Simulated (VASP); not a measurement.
# GaP (F-43m) in VASP: settings compared, part 2 of 2

VASP 6.6.1.

### Step 4. Single point, r2SCAN+D3(BJ) (volume scaled by 1.02)

File POSCAR:

```
GaP
1.0
    0.0000000000      2.7342341113      2.7342341113
    2.7342341113      0.0000000000      2.7342341113
    2.7342341113      2.7342341113      0.0000000000
Ga P
1 1
Direct
    0.0000000000      0.0000000000      0.0000000000
    0.7500000000      0.7500000000      0.7500000000
```

File INCAR.step1:

```
SYSTEM = GaP
  PREC = Accurate
  ENCUT = 520
  ISMEAR = 0
  SIGMA = 0.05
  LREAL = .FALSE.
  LASPH = .TRUE.
  NELM = 60
  NBANDS = 16
  GGA = PE
  ALGO = Normal
  EDIFF = 1E-4
  LWAVE = .TRUE.
  LCHARG = .FALSE.
```

File INCAR.step2:

```
SYSTEM = GaP
  PREC = Accurate
  ENCUT = 520
  EDIFF = 1E-6
  ISMEAR = 0
  SIGMA = 0.05
  LREAL = .FALSE.
  LASPH = .TRUE.
  NELM = 60
  ALGO = Normal
  ISIF = 2
  LWAVE = .FALSE.
  LCHARG = .TRUE.
  METAGGA = R2SCAN
  LMIXTAU = .TRUE.
  IVDW = 12
  VDW_S6 = 1.0
  VDW_S8 = 0.78981345
  VDW_A1 = 0.49484001
  VDW_A2 = 5.73083694
  LELF = .TRUE.
  LVHAR = .TRUE.
  NBANDS = 16
  ISTART = 1
```

File KPOINTS:

```
regular mesh
0
G
  8 8 8
  0 0 0
```

The run is started by

```console
cat potpaw_PBE.64/Ga_d/POTCAR potpaw_PBE.64/P/POTCAR > POTCAR
cp INCAR.step1 INCAR
mpirun -np 1 vasp_std > vasp.out
cp INCAR.step2 INCAR
mpirun -np 1 vasp_std > vasp.out
```

Run time: 1.9 min. Hardware: 1 thread of AMD EPYC 7R13, shared host; peak memory 0.16 GiB.

Results (log left out):

- Free energy: -21.7575 eV
- Pressure: -2.0 GPa
- Band gap on the k mesh: 1.92 eV, indirect (least direct gap 2.26 eV)
- Dispersion energy per atom: -0.148 eV

Levels at points of the mesh, in eV from the valence-band top:
| k point | band 5 | band 6 | band 7 | band 8 | band 9 | band 10 | band 11 | band 12 | band 13 | band 14 |
| --- | --- | --- | --- | --- | --- | --- | --- | --- | --- | --- |
| (0.00, 0.00, 0.00) | -14.86 | -12.95 | 0.00 | 0.00 | 0.00 | 2.26 | 4.19 | 4.19 | 4.19 | 9.41 |
| (0.50, 0.00, 0.00) | -14.86 | -10.82 | -6.79 | -1.15 | -1.15 | 2.01 | 5.06 | 5.06 | 8.81 | 11.57 |
| (0.50, 0.50, 0.00) | -14.84 | -9.90 | -6.91 | -2.76 | -2.76 | 1.93 | 2.11 | 11.28 | 11.28 | 11.91 |

Caveat: the cell differs from its parent crystal (volume scaled by 1.02); three body term missing; the PAW data sets were made with another functional, which shifts forces and pressure a little. A k mesh can miss the band edges.

### Step 5. Single point, r2SCAN+D4

This run uses another cell than the first one, of 20.24 Å³/atom, 1.011 times its volume.

File POSCAR:

```
GaP
1.0
    0.0000000000      2.7252500963      2.7252500963
    2.7252500963      0.0000000000      2.7252500963
    2.7252500963      2.7252500963      0.0000000000
Ga P
1 1
Direct
    0.0000000000      0.0000000000      0.0000000000
    0.7500000000      0.7500000000      0.7500000000
```

File INCAR.step1:

```
  ALGO = Normal
  EDIFF = 1E-4
  ENCUT = 520
  GGA = PE
  ISMEAR = 0
  LASPH = T
  LCHARG = F
  LREAL = F
  LWAVE = T
  NBANDS = 16
  NELM = 60
  PREC = Accurate
  SIGMA = 0.05
```

File INCAR.step2:

```
  ALGO = Normal
  EDIFF = 1E-6
  ENCUT = 520
  ISIF = 2
  ISMEAR = 0
  ISTART = 1
  IVDW = 13
  LASPH = T
  LCHARG = T
  LELF = T
  LMIXTAU = T
  LREAL = F
  LVHAR = T
  LWAVE = F
  METAGGA = R2SCAN
  NBANDS = 16
  NELM = 60
  PREC = Accurate
  SIGMA = 0.05
  VDW_A1 = 0.51559235
  VDW_A2 = 5.77342911
  VDW_S6 = 1.0
  VDW_S8 = 0.6018749
```

File KPOINTS:

```
k-points
0
Gamma
  8 8 8
```

The run is started by

```console
cat potpaw_PBE.64/Ga_d/POTCAR potpaw_PBE.64/P/POTCAR > POTCAR
cp INCAR.step1 INCAR
mpirun -np 1 vasp_std > vasp.out
cp INCAR.step2 INCAR
mpirun -np 1 vasp_std > vasp.out
```

It took 1.9 min on 1 thread of AMD EPYC 7R13, shared host; peak memory 0.15 GiB.

Results (log left out):

```yaml
Free_energy: -21.7543 eV
Pressure: -1.0 GPa
Band_gap_on_the_k_mesh: 1.90 eV, indirect (least direct gap 2.34 eV)
Dispersion_energy_per_atom: -0.146 eV
```

Levels at points of the mesh, in eV from the valence-band top:
| k point | band 6 | band 7 | band 8 | band 9 | band 10 | band 11 | band 12 | band 13 |
| --- | --- | --- | --- | --- | --- | --- | --- | --- |
| (0.00, 0.00, 0.00) | -13.02 | 0.00 | 0.00 | 0.00 | 2.34 | 4.19 | 4.19 | 4.19 |
| (0.50, 0.00, 0.00) | -10.86 | -6.84 | -1.17 | -1.17 | 2.04 | 5.06 | 5.06 | 8.83 |
| (0.50, 0.50, 0.00) | -9.93 | -6.96 | -2.80 | -2.80 | 1.91 | 2.10 | 11.35 | 11.35 |

Caveat: the PAW data sets were made with another functional, which shifts forces and pressure a little.

### Step 6. Single point, r2SCAN+D4 (volume scaled by 1.02)

File POSCAR:

```
GaP
1.0
    0.0000000000      2.7330547169      2.7330547169
    2.7330547169      0.0000000000      2.7330547169
    2.7330547169      2.7330547169      0.0000000000
Ga P
1 1
Direct
    0.0000000000      0.0000000000      0.0000000000
    0.7500000000      0.7500000000      0.7500000000
```

File INCAR.step1:

```
PREC = Accurate
ENCUT = 520
ISMEAR = 0
SIGMA = 0.05
LREAL = F
LASPH = T
NELM = 60
NBANDS = 16
GGA = PE
ALGO = Normal
EDIFF = 1E-4
LWAVE = T
LCHARG = F
```

File INCAR.step2:

```
PREC = Accurate
ENCUT = 520
EDIFF = 1E-6
ISMEAR = 0
SIGMA = 0.05
LREAL = F
LASPH = T
NELM = 60
ALGO = Normal
ISIF = 2
LWAVE = F
LCHARG = T
METAGGA = R2SCAN
LMIXTAU = T
IVDW = 13
VDW_S6 = 1.0
VDW_S8 = 0.6018749
VDW_A1 = 0.51559235
VDW_A2 = 5.77342911
LELF = T
LVHAR = T
NBANDS = 16
ISTART = 1
```

File KPOINTS:

```
Automatic mesh
0
Gamma
  8 8 8
```

Potentials or basis: VASP PAW PBE potentials, release 64 (Ga_d, P).

The run is started by

```console
cat potpaw_PBE.64/Ga_d/POTCAR potpaw_PBE.64/P/POTCAR > POTCAR
cp INCAR.step1 INCAR
mpirun -np 1 vasp_std > vasp.out
cp INCAR.step2 INCAR
mpirun -np 1 vasp_std > vasp.out
```

Run time: 2.3 min. Hardware: 1 thread of AMD EPYC 7R13, shared host; peak memory 0.15 GiB.

It converged, with:

```yaml
Free_energy: -21.7512 eV
Pressure: -1.8 GPa
Band_gap_on_the_k_mesh: 1.92 eV, indirect (least direct gap 2.27 eV)
Dispersion_energy_per_atom: -0.144 eV
```

Levels at points of the mesh, in eV from the valence-band top:
```
           k point  band 7  band 8  band 9  band 10  band 11  band 12
(0.00, 0.00, 0.00)    0.00    0.00    0.00     2.27     4.19     4.19
(0.50, 0.00, 0.00)   -6.79   -1.16   -1.16     2.01     5.06     5.06
(0.50, 0.50, 0.00)   -6.92   -2.77   -2.77     1.93     2.11    11.29
```

Caveat: the cell differs from its parent crystal (volume scaled by 1.02); the PAW data sets were made with another functional, which shifts forces and pressure a little. A k mesh can miss the band edges.

### Step 7. Summary

| level | cell | gap on the mesh (eV) | pressure (GPa) |
| --- | --- | --- | --- |
| r2SCAN+D4 | a = 3.840 Å, angles 60.0°, 2 atoms | 1.88 | -0.1 |
| r2SCAN+D3(BJ) | a = 3.854 Å, angles 60.0°, 2 atoms | 1.90 | -1.2 |
| r2SCAN+D3(BJ) | a = 3.867 Å, angles 60.0°, 2 atoms | 1.92 | -2.0 |
| r2SCAN+D4 | a = 3.854 Å, angles 60.0°, 2 atoms | 1.90 | -1.0 |
| r2SCAN+D4 | a = 3.865 Å, angles 60.0°, 2 atoms | 1.92 | -1.8 |

Alike in all rows: task single point; potentials or basis VASP PAW PBE potentials, release 64 (Ga_d, P); no spin polarisation; k mesh 8 × 8 × 8; cutoff (eV) 520; smearing gaussian 0.05 eV.

Caveats: the PAW data sets were made with another functional, which shifts forces and pressure a little; three body term missing (some runs).

Total energies depend on the potentials used, so only differences within one code and one set of settings carry meaning.

### Step 8. Comparison with measurements

Step 2. A measured gap of GaP is 2.34 eV (indirect; 10 K; quoted in “Stacking defects in GaP nanowires: Electronic structure and optical properties”, 2018, arxiv:1810.01194); the calculated 1.88 eV misses it by -0.46 eV. Spin-orbit coupling on Ga is left out. The value is that of r2SCAN+D4 on a finite k mesh, which can miss the band edges, without temperature or zero-point motion.

Step 3. Against the measured gap of GaP, 2.34 eV (indirect; 10 K; quoted in “Stacking defects in GaP nanowires: Electronic structure and optical properties”, 2018, arxiv:1810.01194), the calculated 1.90 eV is off by -0.44 eV. Spin-orbit coupling on Ga is left out. The value is that of r2SCAN+D3(BJ) on a finite k mesh, which can miss the band edges, without temperature or zero-point motion.

Step 5. Measured gap of GaP: 2.34 eV (indirect; 10 K; quoted in “Stacking defects in GaP nanowires: Electronic structure and optical properties”, 2018, arxiv:1810.01194). This calculation gives 1.90 eV (-0.44 eV). Spin-orbit coupling on Ga is left out. The value is that of r2SCAN+D4 on a finite k mesh, which can miss the band edges, without temperature or zero-point motion.
